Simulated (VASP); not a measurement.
## TiTe: single point with PBEsol+U

Crystal: TiTe.

```
CELL_PARAMETERS angstrom
4.67733 0.00000 0.00000
-2.33867 4.05069 0.00000
0.00000 0.00000 7.66039
ATOMIC_POSITIONS crystal
Ti 0.66667 0.33333 0.00000
Ti 0.33333 0.66667 0.50000
Te 0.66667 0.33333 0.62520
Te 0.33333 0.66667 0.12520
```

```yaml
Program: VASP 6.6.1
Task: single point
Functional: PBEsol
Potentials_or_basis: VASP PAW PBE potentials, release 64 (Ti_sv, Te)
Cutoff: 520 eV
k_mesh: 5 × 5 × 3
Occupations: gaussian, width 0.05 eV
Spin: collinear spin
Starting_moments: "[2.0, 2.0, 0.0, 0.0] μB"
Hubbard_terms: Ti d U = 5.0 eV
Dipole_correction: no
Further_INCAR_settings: ALGO = Normal; EDIFF = 1e-07; NBANDS = 30
```

The pressure is 0.2 GPa and the largest force is 0.053 eV/Å. The band gap on the k mesh is 1.87 eV (least direct gap 1.88 eV). The net moment is 4.00 μB per cell and the site moments are Ti +1.72; Te -0.04 μB. The valence electrons inside the program's atomic spheres are Ti 10.11; Te 3.51.

Forces in eV/Å, atoms in the order of the input:
```
Ti   0.000  0.000  0.053
Ti   0.000  0.000  0.053
Te   0.000  0.000 -0.053
Te   0.000  0.000 -0.053
```

Stress tensor (GPa, compression positive):
```
 0.29  0.00  0.00
 0.00  0.29  0.00
 0.00  0.00 -0.07
```

Levels at points of the mesh, in eV from the valence-band top:
Spin up:
| k point | band 18 | band 19 | band 20 | band 21 | band 22 | band 23 |
| --- | --- | --- | --- | --- | --- | --- |
| (0.00, 0.00, 0.00) | -0.92 | -0.27 | -0.27 | 1.94 | 2.29 | 3.63 |
Spin down:
```tsv
k point	band 13	band 14	band 15	band 16	band 17	band 18	band 19	band 20
(0.00, 0.00, 0.00)	-1.21	-1.13	-1.12	-1.12	2.30	2.96	3.72	3.72
```

Eigenvalues of the final occupation matrices:
```tsv
site	spin	trace	eigenvalues
site 1 d	1	1.82	0.05 0.05 0.06 0.83 0.83
site 1 d	2	0.12	0.01 0.01 0.04 0.04 0.04
site 2 d	1	1.82	0.05 0.05 0.06 0.83 0.83
site 2 d	2	0.12	0.01 0.01 0.04 0.04 0.04
```

Wall time 4.2 min on 1 thread of Intel Xeon 8259CL, with other jobs on the host, peak memory 0.36 GiB.

Caveat: the PAW data sets were made with another functional, which shifts forces and pressure a little; spin-orbit coupling is left out, which moves the levels of the heavy elements; the U is typed as a test and isn't derived for this compound. A k mesh can miss the band edges.
